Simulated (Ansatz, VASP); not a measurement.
TiSe2 in VASP and in Ansatz

```
Ti Se
1.0
     3.54314    0.00000    0.00000
    -1.77157    3.06845    0.00000
     0.00000    0.00000    6.67021
Ti Se
1 2
Direct
  0.00000 0.00000 0.00000
  0.33333 0.66667 0.23186
  0.66667 0.33333 0.76814
```

Alike in both runs: task single point; functional PBE; k mesh 12 × 12 × 6; occupations gaussian, width 0.05 eV; non-collinear spin, spin-orbit coupling.

```csv
,VASP,Ansatz
version,VASP 6.6.1,Ansatz 0.2.0
potentials or method,"VASP PAW PBE potentials, release 64 (Ti_sv, Se), cutoff 500 eV","plane waves, PAW"
valence electrons in the cell,24,44
```

VASP gave:

* pressure (GPa): 0.1
* rms of the force components (eV/Å): 0.009

Which values does Ansatz return?

Pressure (GPa): 0.0; rms of the force components (eV/Å): 0.000.

Atom by atom the forces differ by 0.009 eV/Å (rms over components). VASP's potentials hold 24 valence electrons a cell and Ansatz's 44, so a difference there can come from the potentials and not from the codes.
